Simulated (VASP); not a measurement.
# CuO (C2/c) in VASP: notebook

Runs on CuO. Level: PBE. Tasks: single point.

Program: VASP 6.6.1. These are calculated values, not measurements. Logs are shortened: lines on timing, memory, paths and dates and some standing lists are left out, and cuts for length are marked.

**1. The cell of the first run**

The typed cell holds 4 atoms: a = 2.949 Å, b = 2.949 Å, c = 5.152 Å, α = 89.96°, β = 89.96°, γ = 89.85°.

**2. Single point, PBE**

The input, INCAR:

```
SYSTEM = CuO
PREC     = Accurate       ! precision mode
ENCUT    = 520            ! plane-wave cutoff, eV
EDIFF    = 1E-6           ! SCF threshold, eV
ISMEAR   = 0              ! smearing method
SIGMA    = 0.1            ! smearing width, eV
LREAL    = .False.        ! projectors in reciprocal space
LASPH    = .True.         ! aspherical terms in the spheres
NELM     = 60             ! most SCF steps
ALGO     = Normal         ! electronic algorithm
ISIF     = 2              ! what is computed and relaxed
LWAVE    = .False.        ! write WAVECAR
LCHARG   = .False.        ! write CHGCAR
GGA      = PE             ! functional
NBANDS   = 25             ! bands
```

The input, KPOINTS:

```
Automatic mesh
0
Gamma
  14 14 8
  0 0 0
```

The input, POSCAR:

```
CuO
1.0
    2.9484849299     -0.0161180830     -0.0040293431
    0.0238919776      2.9484759261     -0.0040049707
    0.0105746383      0.0104609182      5.1515486315
Cu O
2 2
Direct
    0.5000000000      0.0000000000      0.5000000000
    0.0000000000      0.5000000000      0.0000000000
    0.0002438984      0.9997511447      0.2500000418
    0.9997561016      0.0002488553      0.7499999582
```

Potentials or basis: VASP PAW PBE potentials, release 64 (Cu, O).

The run is started by

```sh
cat potpaw_PBE.64/Cu/POTCAR potpaw_PBE.64/O/POTCAR > POTCAR
mpirun -np 1 vasp_std > vasp.out
```

OUTCAR:

```text
SYSTEM = CuO
   PREC = Accurate
   ENCUT = 520
   EDIFF = 1E-6
   ISMEAR = 0
   LREAL = .False.
   LASPH = .True.
   NELM = 60
   ISIF = 2
   GGA = PE

 ion  position               nearest neighbor table
   1  0.500  0.000  0.500-   3 1.96   4 1.96   4 1.96   3 1.96
   2  0.000  0.500  0.000-   4 1.96   3 1.96   4 1.96   3 1.96
   3  0.000  1.000  0.250-   1 1.96   2 1.96   1 1.96   2 1.96
   4  1.000  0.000  0.750-   1 1.96   2 1.96   1 1.96   2 1.96

  LATTYP: Found a base centered monoclinic cell.
 ALAT       =    11.1133090727
 B/A-ratio  =     0.3747200827
 C/A-ratio  =     0.4635496118
 COS(beta)  =    -0.9267373467

  Lattice vectors:

 A1 = (   2.9379102916,  -0.0265790012,  -5.1555779746)
 A2 = (   0.0133173393,   2.9380150079,  -5.1555536022)
 A3 = (   0.0105746383,   0.0104609182,   5.1515486315)

Analysis of symmetry for initial positions (statically):
=====================================================================
 Subroutine PRICEL returns:
 Original cell was already a primitive cell.

 Routine SETGRP: Setting up the symmetry group for a
 base centered monoclinic supercell.

 Subroutine GETGRP returns: Found  4 space group operations
 (whereof  2 operations were pure point group operations)
 out of a pool of  4 trial point group operations.

The static configuration has the point symmetry S_2 .
 The point group associated with its full space group is C_2h.

Analysis of symmetry for dynamics (positions and initial velocities):
=====================================================================
 Subroutine PRICEL returns:
 Original cell was already a primitive cell.

 Routine SETGRP: Setting up the symmetry group for a
 base centered monoclinic supercell.

 Subroutine GETGRP returns: Found  4 space group operations
 (whereof  2 operations were pure point group operations)
 out of a pool of  4 trial point group operations.

The dynamic configuration has the point symmetry S_2 .
 The point group associated with its full space group is C_2h.

 Subroutine INISYM returns: Found  4 space group operations
 (whereof  2 operations are pure point group operations),
 and found     1 'primitive' translations

----------------------------------------------------------------------------------------

                                     Primitive cell

  volume of cell :      44.7874

  direct lattice vectors                    reciprocal lattice vectors
[... 86 lines left out ...]
   LNONCOLLINEAR =      F non collinear calculations
   LSORBIT =      F    spin-orbit coupling
   LASPH  =      T    aspherical Exc in radial PAW
   ENCUT  =  520.0 eV  38.22 Ry    6.18 a.u.   5.48  5.48  9.58*2*pi/ulx,y,z
   NELM   =     60;   NELMIN=  2; NELMDL= -5     # of ELM steps
   EDIFF  = 0.1E-05   stopping-criterion for ELM
   LREAL  =      F    real-space projection
   EDIFFG = 0.1E-04   stopping-criterion for IOM
   NSW    =      0    number of steps for IOM
   IBRION =     -1    ionic relax: 0-MD 1-quasi-New 2-CG
   NFREE  =      0    steps in history (QN), initial steepest desc. (CG)
   ISIF   =      2    stress and relaxation
   ISYM   =      2    0-nonsym 1-usesym 2-fastsym
   POTIM  = 0.5000    time-step for ionic-motion
   TEBEG  =    0.0;   TEEND  =   0.0 temperature during run
   PSTRESS=    0.0 pullay stress
   NELECT =      34.0000    total number of electrons
   NUPDOWN=      -1.0000    fix difference up-down
   EMIN   =  10.00;   EMAX   =-10.00  energy-range for DOS
   EFERMI =   0.00;   METHOD = LEGACY
   ISMEAR =     0;   SIGMA  =   0.10  broadening in eV -4-tet -1-fermi 0-gaus
   EFERMI_NEDOS =   21; number of points for ismear=-14 and -15
   IALGO  =     38    algorithm
   IMIX   =      4    mixing-type and parameters
     AMIX     =   0.40;   BMIX     =  1.00
     AMIX_MAG =   1.60;   BMIX_MAG =  1.00
  volume/ion in A,a.u.               =      11.20        75.56
  Fermi-wavevector in a.u.,A,eV,Ry     =   1.493422  2.822158 30.345192  2.230309
  Thomas-Fermi vector in A             =   2.605824
   LORBIT       =      0    0 simple, 1 ext, 2 COOP (PROOUT), +10 PAW based schemes
   GGA     = PE    functional components
   LHFCALC =     F    Hartree Fock is set to
   AEXX    =    0.0000 exact exchange contribution
   IVDW    =     0    specifies the selected vdW correction
   LEPSILON=     F    determine dielectric tensor
   LRPA    =     F    only Hartree local field effects (RPA)
 non-spin polarized calculation
 Gauss-broadening in eV      SIGMA  =   0.10
  energy-cutoff  :      520.00
  volume of cell :       44.79
 maximum number of plane-waves:      1236
 NGX is ok and might be reduce to    24
   NGX = 11   NGY = 11   NGZ = 19

 number of electron      34.0000036 magnetization

 Free energy of the ion-electron system (eV)
  ---------------------------------------------------
  ext. energy  EPLUGINS =         0.00000000
  ---------------------------------------------------
  free energy    TOTEN  =       -19.73585496 eV

  energy without entropy =      -19.72296136  energy(sigma->0) =      -19.72940816

 E-fermi :   4.7759     XC(G=0): -11.2574

 val. band max:        4.7752453399   @ k =   0.4286   0.4286   0.3750
 cond. band min:       4.7762427182   @ k =  -0.3571  -0.0000   0.1250
 fundamental gap:      0.0009973783
 Fermi energy:         4.7758642405

 k-point     1 :       0.0000    0.0000    0.0000
  band No.  band energies     occupation
      1     -14.9478      2.00000
      2     -13.6547      2.00000
      3      -3.2351      2.00000
      4      -0.6006      2.00000
      5      -0.5952      2.00000
      6       1.0882      2.00000
[... 661 lines left out ...]
     24      17.5946      0.00000
     25      19.4715      0.00000

 [... further k-points ...]
[... 5 lines left out ...]
  --------------------------------------------------------------------------------------
  -------------------------------------------------------------------------------------
  Total        0.1610150      0.1611573      0.2678926     -0.0050676     -0.0022122     -0.0022390
  in kB        5.7599790      5.7650694      9.5833073     -0.1812840     -0.0791385     -0.0800949
  external PRESSURE =       7.0361186 kB  Pullay stress =       0.0000000 kB

 VOLUME and BASIS-vectors are now :
 -----------------------------------------------------------------------------
  energy-cutoff  :      520.00
  volume of cell :       44.79
      direct lattice vectors                 reciprocal lattice vectors
     2.948484930 -0.016118083 -0.004029343     0.339141265 -0.002749055 -0.000690577
     0.023891978  2.948475926 -0.004004971     0.001852997  0.339142316 -0.000692478
     0.010574638  0.010460918  5.151548631     0.000266704  0.000261509  0.194115307

 POSITION                                       TOTAL-FORCE (eV/Angst)
 -----------------------------------------------------------------------------------
      1.47953     -0.00283      2.57376        -0.000000     -0.000000      0.000000
      0.01195      1.47424     -0.00200        -0.000000     -0.000000      0.000000
      0.02725      2.95035      1.28388         0.000129     -0.000131     -0.000000
      2.95570     -0.00753      3.85963        -0.000129      0.000131      0.000000
 -----------------------------------------------------------------------------------
    total drift:                                0.000000      0.000000     -0.000000

  FREE ENERGIE OF THE ION-ELECTRON SYSTEM (eV)
  ---------------------------------------------------
  free  energy   TOTEN  =       -19.7358549557 eV

  energy  without entropy=      -19.7229613563  energy(sigma->0) =      -19.72940816
```

It took 3.8 min on 1 thread of AMD EPYC 9R45 (Zen 5), shared host; peak memory 0.45 GiB.

What came out:

| Property | Result |
| --- | --- |
| Free energy | -19.7359 eV |
| Pressure | 0.7 GPa |
| Band gap on the k mesh | zero (bands 17 and 18 overlap by 1.18 eV) |

Caveat: semilocal functionals often make such compounds metallic where correlation or magnetic order opens a gap, which also shifts bond lengths. With open d or f shells a metallic result of PBE can be an artefact of self-interaction; +U or a hybrid may open a gap.

**3. Single point, PBE**

The input, INCAR:

```
SYSTEM = CuO
ALGO = Normal
EDIFF = 1E-6
ENCUT = 520
GGA = PE
ISIF = 2
ISMEAR = 0
LASPH = .TRUE.
LCHARG = .TRUE.
LELF = .TRUE.
LREAL = .FALSE.
LVHAR = .TRUE.
LWAVE = .FALSE.
NBANDS = 25
NELM = 80
PREC = Accurate
SIGMA = 0.1
```

The input, KPOINTS:

```
k-points
0
G
  12 7 12
  0 0 0
```

The input, POSCAR:

```
CuO
1.0
    2.9485754517      0.0000000000      0.0000000000
    0.0035492639      5.1515688825      0.0000000000
   -0.0077792291     -0.0019850680      2.9485207938
Cu O
2 2
Direct
    0.0000000000      0.5000000000      0.5000000000
    0.5000000000      0.0000000000      0.0000000000
    0.0002488711      0.7499999589      0.0002439136
    0.9997511289      0.2500000411      0.9997560864
```

Potentials or basis: VASP PAW PBE potentials, release 64 (Cu, O).

The run is started by

```sh
cat potpaw_PBE.64/Cu/POTCAR potpaw_PBE.64/O/POTCAR > POTCAR
mpirun -np 1 vasp_std > vasp.out
```

It took 98 s on 1 thread of Intel Xeon 6975P-C (Granite Rapids), shared host; peak memory 0.36 GiB.

Results (log left out):

| Quantity | Value |
| --- | --- |
| Free energy | -19.7382 eV |
| Pressure | 0.7 GPa |
| Band gap on the k mesh | zero (bands 17 and 18 overlap by 0.99 eV) |

Stress tensor (GPa, compression positive):
```
 0.55 -0.01  0.02
-0.01  0.91  0.01
 0.02  0.01  0.55
```

Levels at points of the mesh, in eV from the Fermi level:
```csv
k point,band 14,band 15,band 16,band 17,band 18,band 19,band 20,band 21
"(0.00, 0.00, 0.00)",-2.37,-2.28,-1.90,0.65,0.66,1.38,6.08,7.25
"(0.50, 0.00, 0.00)",-1.88,-1.58,-1.50,0.20,0.46,3.74,5.82,6.41
"(0.50, 0.00, 0.50)",-2.35,-1.62,-1.21,-1.21,1.10,2.16,7.20,9.75
```

Caveat: semilocal functionals often make such compounds metallic where correlation or magnetic order opens a gap, which also shifts bond lengths. With open d or f shells a metallic result of PBE can be an artefact of self-interaction; +U or a hybrid may open a gap.

[end of part 1 of 2]
